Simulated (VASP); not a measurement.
# CaI2 (P-3m1) in VASP: a series of runs

The runs below take CaI2 through relaxation of shape and atoms at fixed volume, with LDA.

All numbers are computed with VASP 6.6.1; they aren't measurements. Logs are shortened: lines on timing, memory, paths and dates and some standing lists are left out, and cuts for length are marked.

## Step 1: The cell of the first run

It takes space group P-3m1 (No. 164, trigonal). Conventional cell: a = 4.204 Å, b = 4.204 Å, c = 6.693 Å, α = 90.00°, β = 90.00°, γ = 120.00°. Ca (site symmetry -3m) has 6 I at 2.93 Å within 3.9 Å. I (site symmetry 3m) has 3 Ca at 2.93 Å within 3.9 Å.

## Step 2: Relaxation of shape and atoms at fixed volume, LDA

INCAR

```
  PREC = Accurate
  ENCUT = 600
  EDIFF = 1E-6
  ISMEAR = -1
  SIGMA = 0.03
  LREAL = False
  LASPH = True
  NELM = 80
  ALGO = Normal
  ISIF = 4
  LWAVE = False
  LCHARG = False
  GGA = CA
  IBRION = 2
  NSW = 50
  EDIFFG = -0.01
```

KPOINTS

```
regular mesh
0
Gamma
  7 7 4
```

POSCAR

```
CaI2
1.0
    4.2043191710      0.0000000000      0.0000000000
   -2.1021595855      3.6410472077      0.0000000000
    0.0000000000      0.0000000000      6.6930132469
Ca I
1 2
Direct
    0.0000000000      0.0000000000      0.0000000000
    0.3333333333      0.6666666667      0.2443023700
    0.6666666667      0.3333333333      0.7556976300
```

Potentials or basis: VASP PAW LDA potentials, release 64 (Ca_sv, I).

Command:

```console
> cat potpaw_LDA.64/Ca_sv/POTCAR potpaw_LDA.64/I/POTCAR > POTCAR
> mpirun -np 1 vasp_std > vasp.out
```

OUTCAR:

```text
PREC = Accurate
   ENCUT = 600
   EDIFF = 1E-6
   ISMEAR = -1
   LREAL = False
   LASPH = True
   NELM = 80
   ISIF = 4
   GGA = CA
   IBRION = 2
   NSW = 50
   EDIFFG = -0.01

 ion  position               nearest neighbor table
   1  0.000  0.000  0.000-   2 2.93   3 2.93   2 2.93   3 2.93   3 2.93   2 2.93
   2  0.333  0.667  0.244-   1 2.93   1 2.93   1 2.93
   3  0.667  0.333  0.756-   1 2.93   1 2.93   1 2.93

  LATTYP: Found a hexagonal cell.
 ALAT       =     4.2043191710
 C/A-ratio  =     1.5919374754

  Lattice vectors:

 A1 = (   4.2043191710,   0.0000000000,   0.0000000000)
 A2 = (  -2.1021595855,   3.6410472077,   0.0000000000)
 A3 = (   0.0000000000,   0.0000000000,   6.6930132469)

Analysis of symmetry for initial positions (statically):
=====================================================================
 Subroutine PRICEL returns:
 Original cell was already a primitive cell.

 Routine SETGRP: Setting up the symmetry group for a
 hexagonal supercell.

 Subroutine GETGRP returns: Found 12 space group operations
 (whereof 12 operations were pure point group operations)
 out of a pool of 24 trial point group operations.

The static configuration has the point symmetry D_3d.

Analysis of symmetry for dynamics (positions and initial velocities):
=====================================================================
 Subroutine PRICEL returns:
 Original cell was already a primitive cell.

 Routine SETGRP: Setting up the symmetry group for a
 hexagonal supercell.

 Subroutine GETGRP returns: Found 12 space group operations
 (whereof 12 operations were pure point group operations)
 out of a pool of 24 trial point group operations.

The dynamic configuration has the point symmetry D_3d.

 Subroutine INISYM returns: Found 12 space group operations
 (whereof 12 operations are pure point group operations),
 and found     1 'primitive' translations

----------------------------------------------------------------------------------------

                                     Primitive cell

  volume of cell :     102.4575

  direct lattice vectors                    reciprocal lattice vectors
     4.204319171  0.000000000  0.000000000     0.237850639  0.137323130  0.000000000
    -2.102159585  3.641047208  0.000000000     0.000000000  0.274646261  0.000000000
     0.000000000  0.000000000  6.693013247     0.000000000  0.000000000  0.149409535

  length of vectors
     4.204319171  4.204319171  6.693013247     0.274646261  0.274646261  0.149409535

  position of ions in fractional coordinates (direct lattice)
     0.000000000  0.000000000  0.000000000
     0.333333333  0.666666667  0.244302370
     0.666666667  0.333333333  0.755697630

  ion indices of the primitive-cell ions
   primitive index   ion index
                 1           1
                 2           2
                 3           3

----------------------------------------------------------------------------------------

 KPOINTS: regular mesh

Automatic generation of k-mesh.
 Grid dimensions read from file:
 generate k-points for:    7    7    4

 Generating k-lattice:

  Cartesian coordinates                     Fractional coordinates (reciprocal lattice)
     0.033978663  0.019617590  0.000000000     0.142857143  0.000000000  0.000000000
     0.000000000  0.039235180  0.000000000     0.000000000  0.142857143  0.000000000
     0.000000000  0.000000000  0.037352384     0.000000000  0.000000000  0.250000000

  Length of vectors
     0.039235180  0.039235180  0.037352384

  Shift w.r.t. Gamma in fractional coordinates (k-lattice)
     0.000000000  0.000000000  0.000000000

 Subroutine IBZKPT returns following result:
 ===========================================

 Found     28 irreducible k-points:

 Following reciprocal coordinates:
            Coordinates               Weight
  0.000000  0.000000  0.000000      1.000000
  0.142857  0.000000  0.000000      6.000000
  0.285714 -0.000000  0.000000      6.000000
  0.428571 -0.000000  0.000000      6.000000
  0.142857  0.142857  0.000000      6.000000
  0.285714  0.142857  0.000000     12.000000
[... 16 lines left out ...]
  0.285714 -0.000000  0.500000      6.000000
  0.428571 -0.000000  0.500000      6.000000
 [... further k-points ...]
   k-points           NKPTS =     28   k-points in BZ     NKDIM =     28   number of bands    NBANDS=     16
   number of dos      NEDOS =    301   number of ions     NIONS =      3
   total plane-waves  NPLWV =  69984
   dimension x,y,z NGX =    36 NGY =   36 NGZ =   54
   dimension x,y,z NGXF=    72 NGYF=   72 NGZF=  108
   ions per type =               1   2
   NGX,Y,Z   is equivalent  to a cutoff of  14.24, 14.24, 13.41 a.u.
   NGXF,Y,Z  is equivalent  to a cutoff of  28.47, 28.47, 26.83 a.u.
 SYSTEM =  unknown system
   PREC   = accura    normal or accurate (medium, high low for compatibility)
   ISTART =      0    job   : 0-new  1-cont  2-samecut
   ICHARG =      2    charge: 1-file 2-atom 10-const
   ISPIN  =      1    spin polarized calculation?
   LNONCOLLINEAR =      F non collinear calculations
   LSORBIT =      F    spin-orbit coupling
   LASPH  =      T    aspherical Exc in radial PAW
   ENCUT  =  600.0 eV  44.10 Ry    6.64 a.u.   8.40  8.40 13.37*2*pi/ulx,y,z
   NELM   =     80;   NELMIN=  2; NELMDL= -5     # of ELM steps
   EDIFF  = 0.1E-05   stopping-criterion for ELM
   LREAL  =      F    real-space projection
   EDIFFG = -.1E-01   stopping-criterion for IOM
   NSW    =     50    number of steps for IOM
   IBRION =      2    ionic relax: 0-MD 1-quasi-New 2-CG
   NFREE  =      1    steps in history (QN), initial steepest desc. (CG)
   ISIF   =      4    stress and relaxation
   ISYM   =      2    0-nonsym 1-usesym 2-fastsym
   POTIM  = 0.5000    time-step for ionic-motion
   TEBEG  =    0.0;   TEEND  =   0.0 temperature during run
   PSTRESS=    0.0 pullay stress
   NELECT =      24.0000    total number of electrons
   NUPDOWN=      -1.0000    fix difference up-down
   EMIN   =  10.00;   EMAX   =-10.00  energy-range for DOS
   EFERMI =   0.00;   METHOD = LEGACY
   ISMEAR =    -1;   SIGMA  =   0.03  broadening in eV -4-tet -1-fermi 0-gaus
   EFERMI_NEDOS =   21; number of points for ismear=-14 and -15
   IALGO  =     38    algorithm
   IMIX   =      4    mixing-type and parameters
     AMIX     =   0.40;   BMIX     =  1.00
     AMIX_MAG =   1.60;   BMIX_MAG =  1.00
  volume/ion in A,a.u.               =      34.15       230.47
  Fermi-wavevector in a.u.,A,eV,Ry     =   1.009169  1.907053 13.856481  1.018423
  Thomas-Fermi vector in A             =   2.142081
   LORBIT       =      0    0 simple, 1 ext, 2 COOP (PROOUT), +10 PAW based schemes
   GGA     = CA    functional components
   LHFCALC =     F    Hartree Fock is set to
   AEXX    =    0.0000 exact exchange contribution
   IVDW    =     0    specifies the selected vdW correction
   LEPSILON=     F    determine dielectric tensor
   LRPA    =     F    only Hartree local field effects (RPA)
 conjugate gradient relaxation of ions
 non-spin polarized calculation
  energy-cutoff  :      600.00
  volume of cell :      102.46
 maximum number of plane-waves:      3470
 NGX is ok and might be reduce to    36
   NGX = 17   NGY = 17   NGZ = 27

--------------------------------------- Ionic step        1  -------------------------------------------

 number of electron      24.0000001 magnetization

 Free energy of the ion-electron system (eV)
  ---------------------------------------------------
  ext. energy  EPLUGINS =         0.00000000
  ---------------------------------------------------
  free energy    TOTEN  =       -10.96308611 eV

  energy without entropy =      -10.96308611  energy(sigma->0) =      -10.96308611

------------------------ aborting loop because EDIFF is reached ----------------------------------------

  FORCE on cell =-STRESS in cart. coord.  units (eV):
  Direction    XX          YY          ZZ          XY          YZ          ZX
  --------------------------------------------------------------------------------------
  -------------------------------------------------------------------------------------
  Total        3.1071419      3.1071419      2.9743064      0.0000000     -0.0000000      0.0000000
  in kB       48.5878850     48.5878850     46.5106716      0.0000000     -0.0000000      0.0000000
  external PRESSURE =      47.8954805 kB  Pullay stress =       0.0000000 kB
[... 244 lines left out ...]
  energy  without entropy=      -11.1340840647  energy(sigma->0) =      -11.13408406

--------------------------------------- Ionic step        8  -------------------------------------------

 number of electron      23.9999998 magnetization

 Free energy of the ion-electron system (eV)
  ---------------------------------------------------
  ext. energy  EPLUGINS =         0.00000000
  ---------------------------------------------------
  free energy    TOTEN  =       -11.13464474 eV

  energy without entropy =      -11.13464474  energy(sigma->0) =      -11.13464474

 E-fermi :   3.6113     XC(G=0):  -8.9816

 val. band max:        3.0322620221   @ k =   0.0000   0.0000   0.0000
 cond. band min:       5.8731912712   @ k =   0.4286  -0.0000   0.0000
 fundamental gap:      2.8409292491
 Fermi energy:         3.6112696141

 k-point     1 :       0.0000    0.0000    0.0000
  band No.  band energies     occupation
      1     -36.2582      2.00000
      2     -17.6353      2.00000
      3     -17.5855      2.00000
      4     -17.5855      2.00000
      5      -9.2433      2.00000
      6      -8.3982      2.00000
[... 8 lines left out ...]
     15       7.1188      0.00000
     16       7.2731      0.00000
[... 420 lines left out ...]
  band No.  band energies     occupation
      1     -36.2540      2.00000
      2     -17.6663      2.00000
      3     -17.6086      2.00000
      4     -17.6010      2.00000
      5      -8.6277      2.00000
      6      -8.4190      2.00000
[... 8 lines left out ...]
     15       8.2700      0.00000
     16       8.3053      0.00000

 [... further k-points ...]
[... 5 lines left out ...]
  --------------------------------------------------------------------------------------
  -------------------------------------------------------------------------------------
  Total        1.1144209      1.1144209      1.1111723      0.0000000     -0.0000000      0.0000000
  in kB       17.4267408     17.4267408     17.3759402      0.0000000     -0.0000000      0.0000000
  external PRESSURE =      17.4098073 kB  Pullay stress =       0.0000000 kB
[... 18 lines left out ...]
  FREE ENERGIE OF THE ION-ELECTRON SYSTEM (eV)
  ---------------------------------------------------
  free  energy   TOTEN  =       -11.1346447410 eV

  energy  without entropy=      -11.1346447410  energy(sigma->0) =      -11.13464474

 reached required accuracy - stopping structural energy minimisation
```

Run time: 2.9 min. Hardware: 1 thread of Intel Xeon Platinum 8259CL at 2.50GHz (Skylake/Cascade Lake), shared host; peak memory 0.24 GiB.

Results:

```yaml
Free_energy: -11.1346 eV
Energy_gained_by_relaxing: 57.2 meV/atom
Ionic_steps: 8
Pressure_after_relaxing: 1.7 GPa
Band_gap_on_the_k_mesh: 2.84 eV, indirect (least direct gap 3.88 eV)
```

Step by step:
| step | energy change (eV) | largest force (eV/Å) | pressure (GPa) | volume (Å³) |
| --- | --- | --- | --- | --- |
| 1 | 0.0000 | 0.9726 | 4.79 | 102.46 |
| 2 | -0.0788 | 0.7054 | 3.84 | 102.46 |
| 3 | -0.1688 | 0.0121 | 1.76 | 102.46 |
| 4 | -0.1688 | 0.0074 | 1.71 | 102.46 |
| 5 | -0.1705 | 0.0034 | 1.72 | 102.46 |
| 6 | -0.1714 | 0.0002 | 1.73 | 102.46 |
| 7 | -0.1710 | 0.0037 | 1.76 | 102.46 |
| 8 | -0.1716 | 0.0016 | 1.74 | 102.46 |

Final structure:
```
CELL_PARAMETERS angstrom
4.24762 0.00000 0.00000
-2.12381 3.67855 0.00000
0.00000 0.00000 6.55724
ATOMIC_POSITIONS crystal
Ca 0.00000 0.00000 0.00000
I 0.33333 0.66667 0.27071
I 0.66667 0.33333 0.72929
```

Caveat: spin-orbit coupling is left out, which moves the levels of the heavy elements. A k mesh can miss the band edges.

(Part 1 of 2 ends here.)
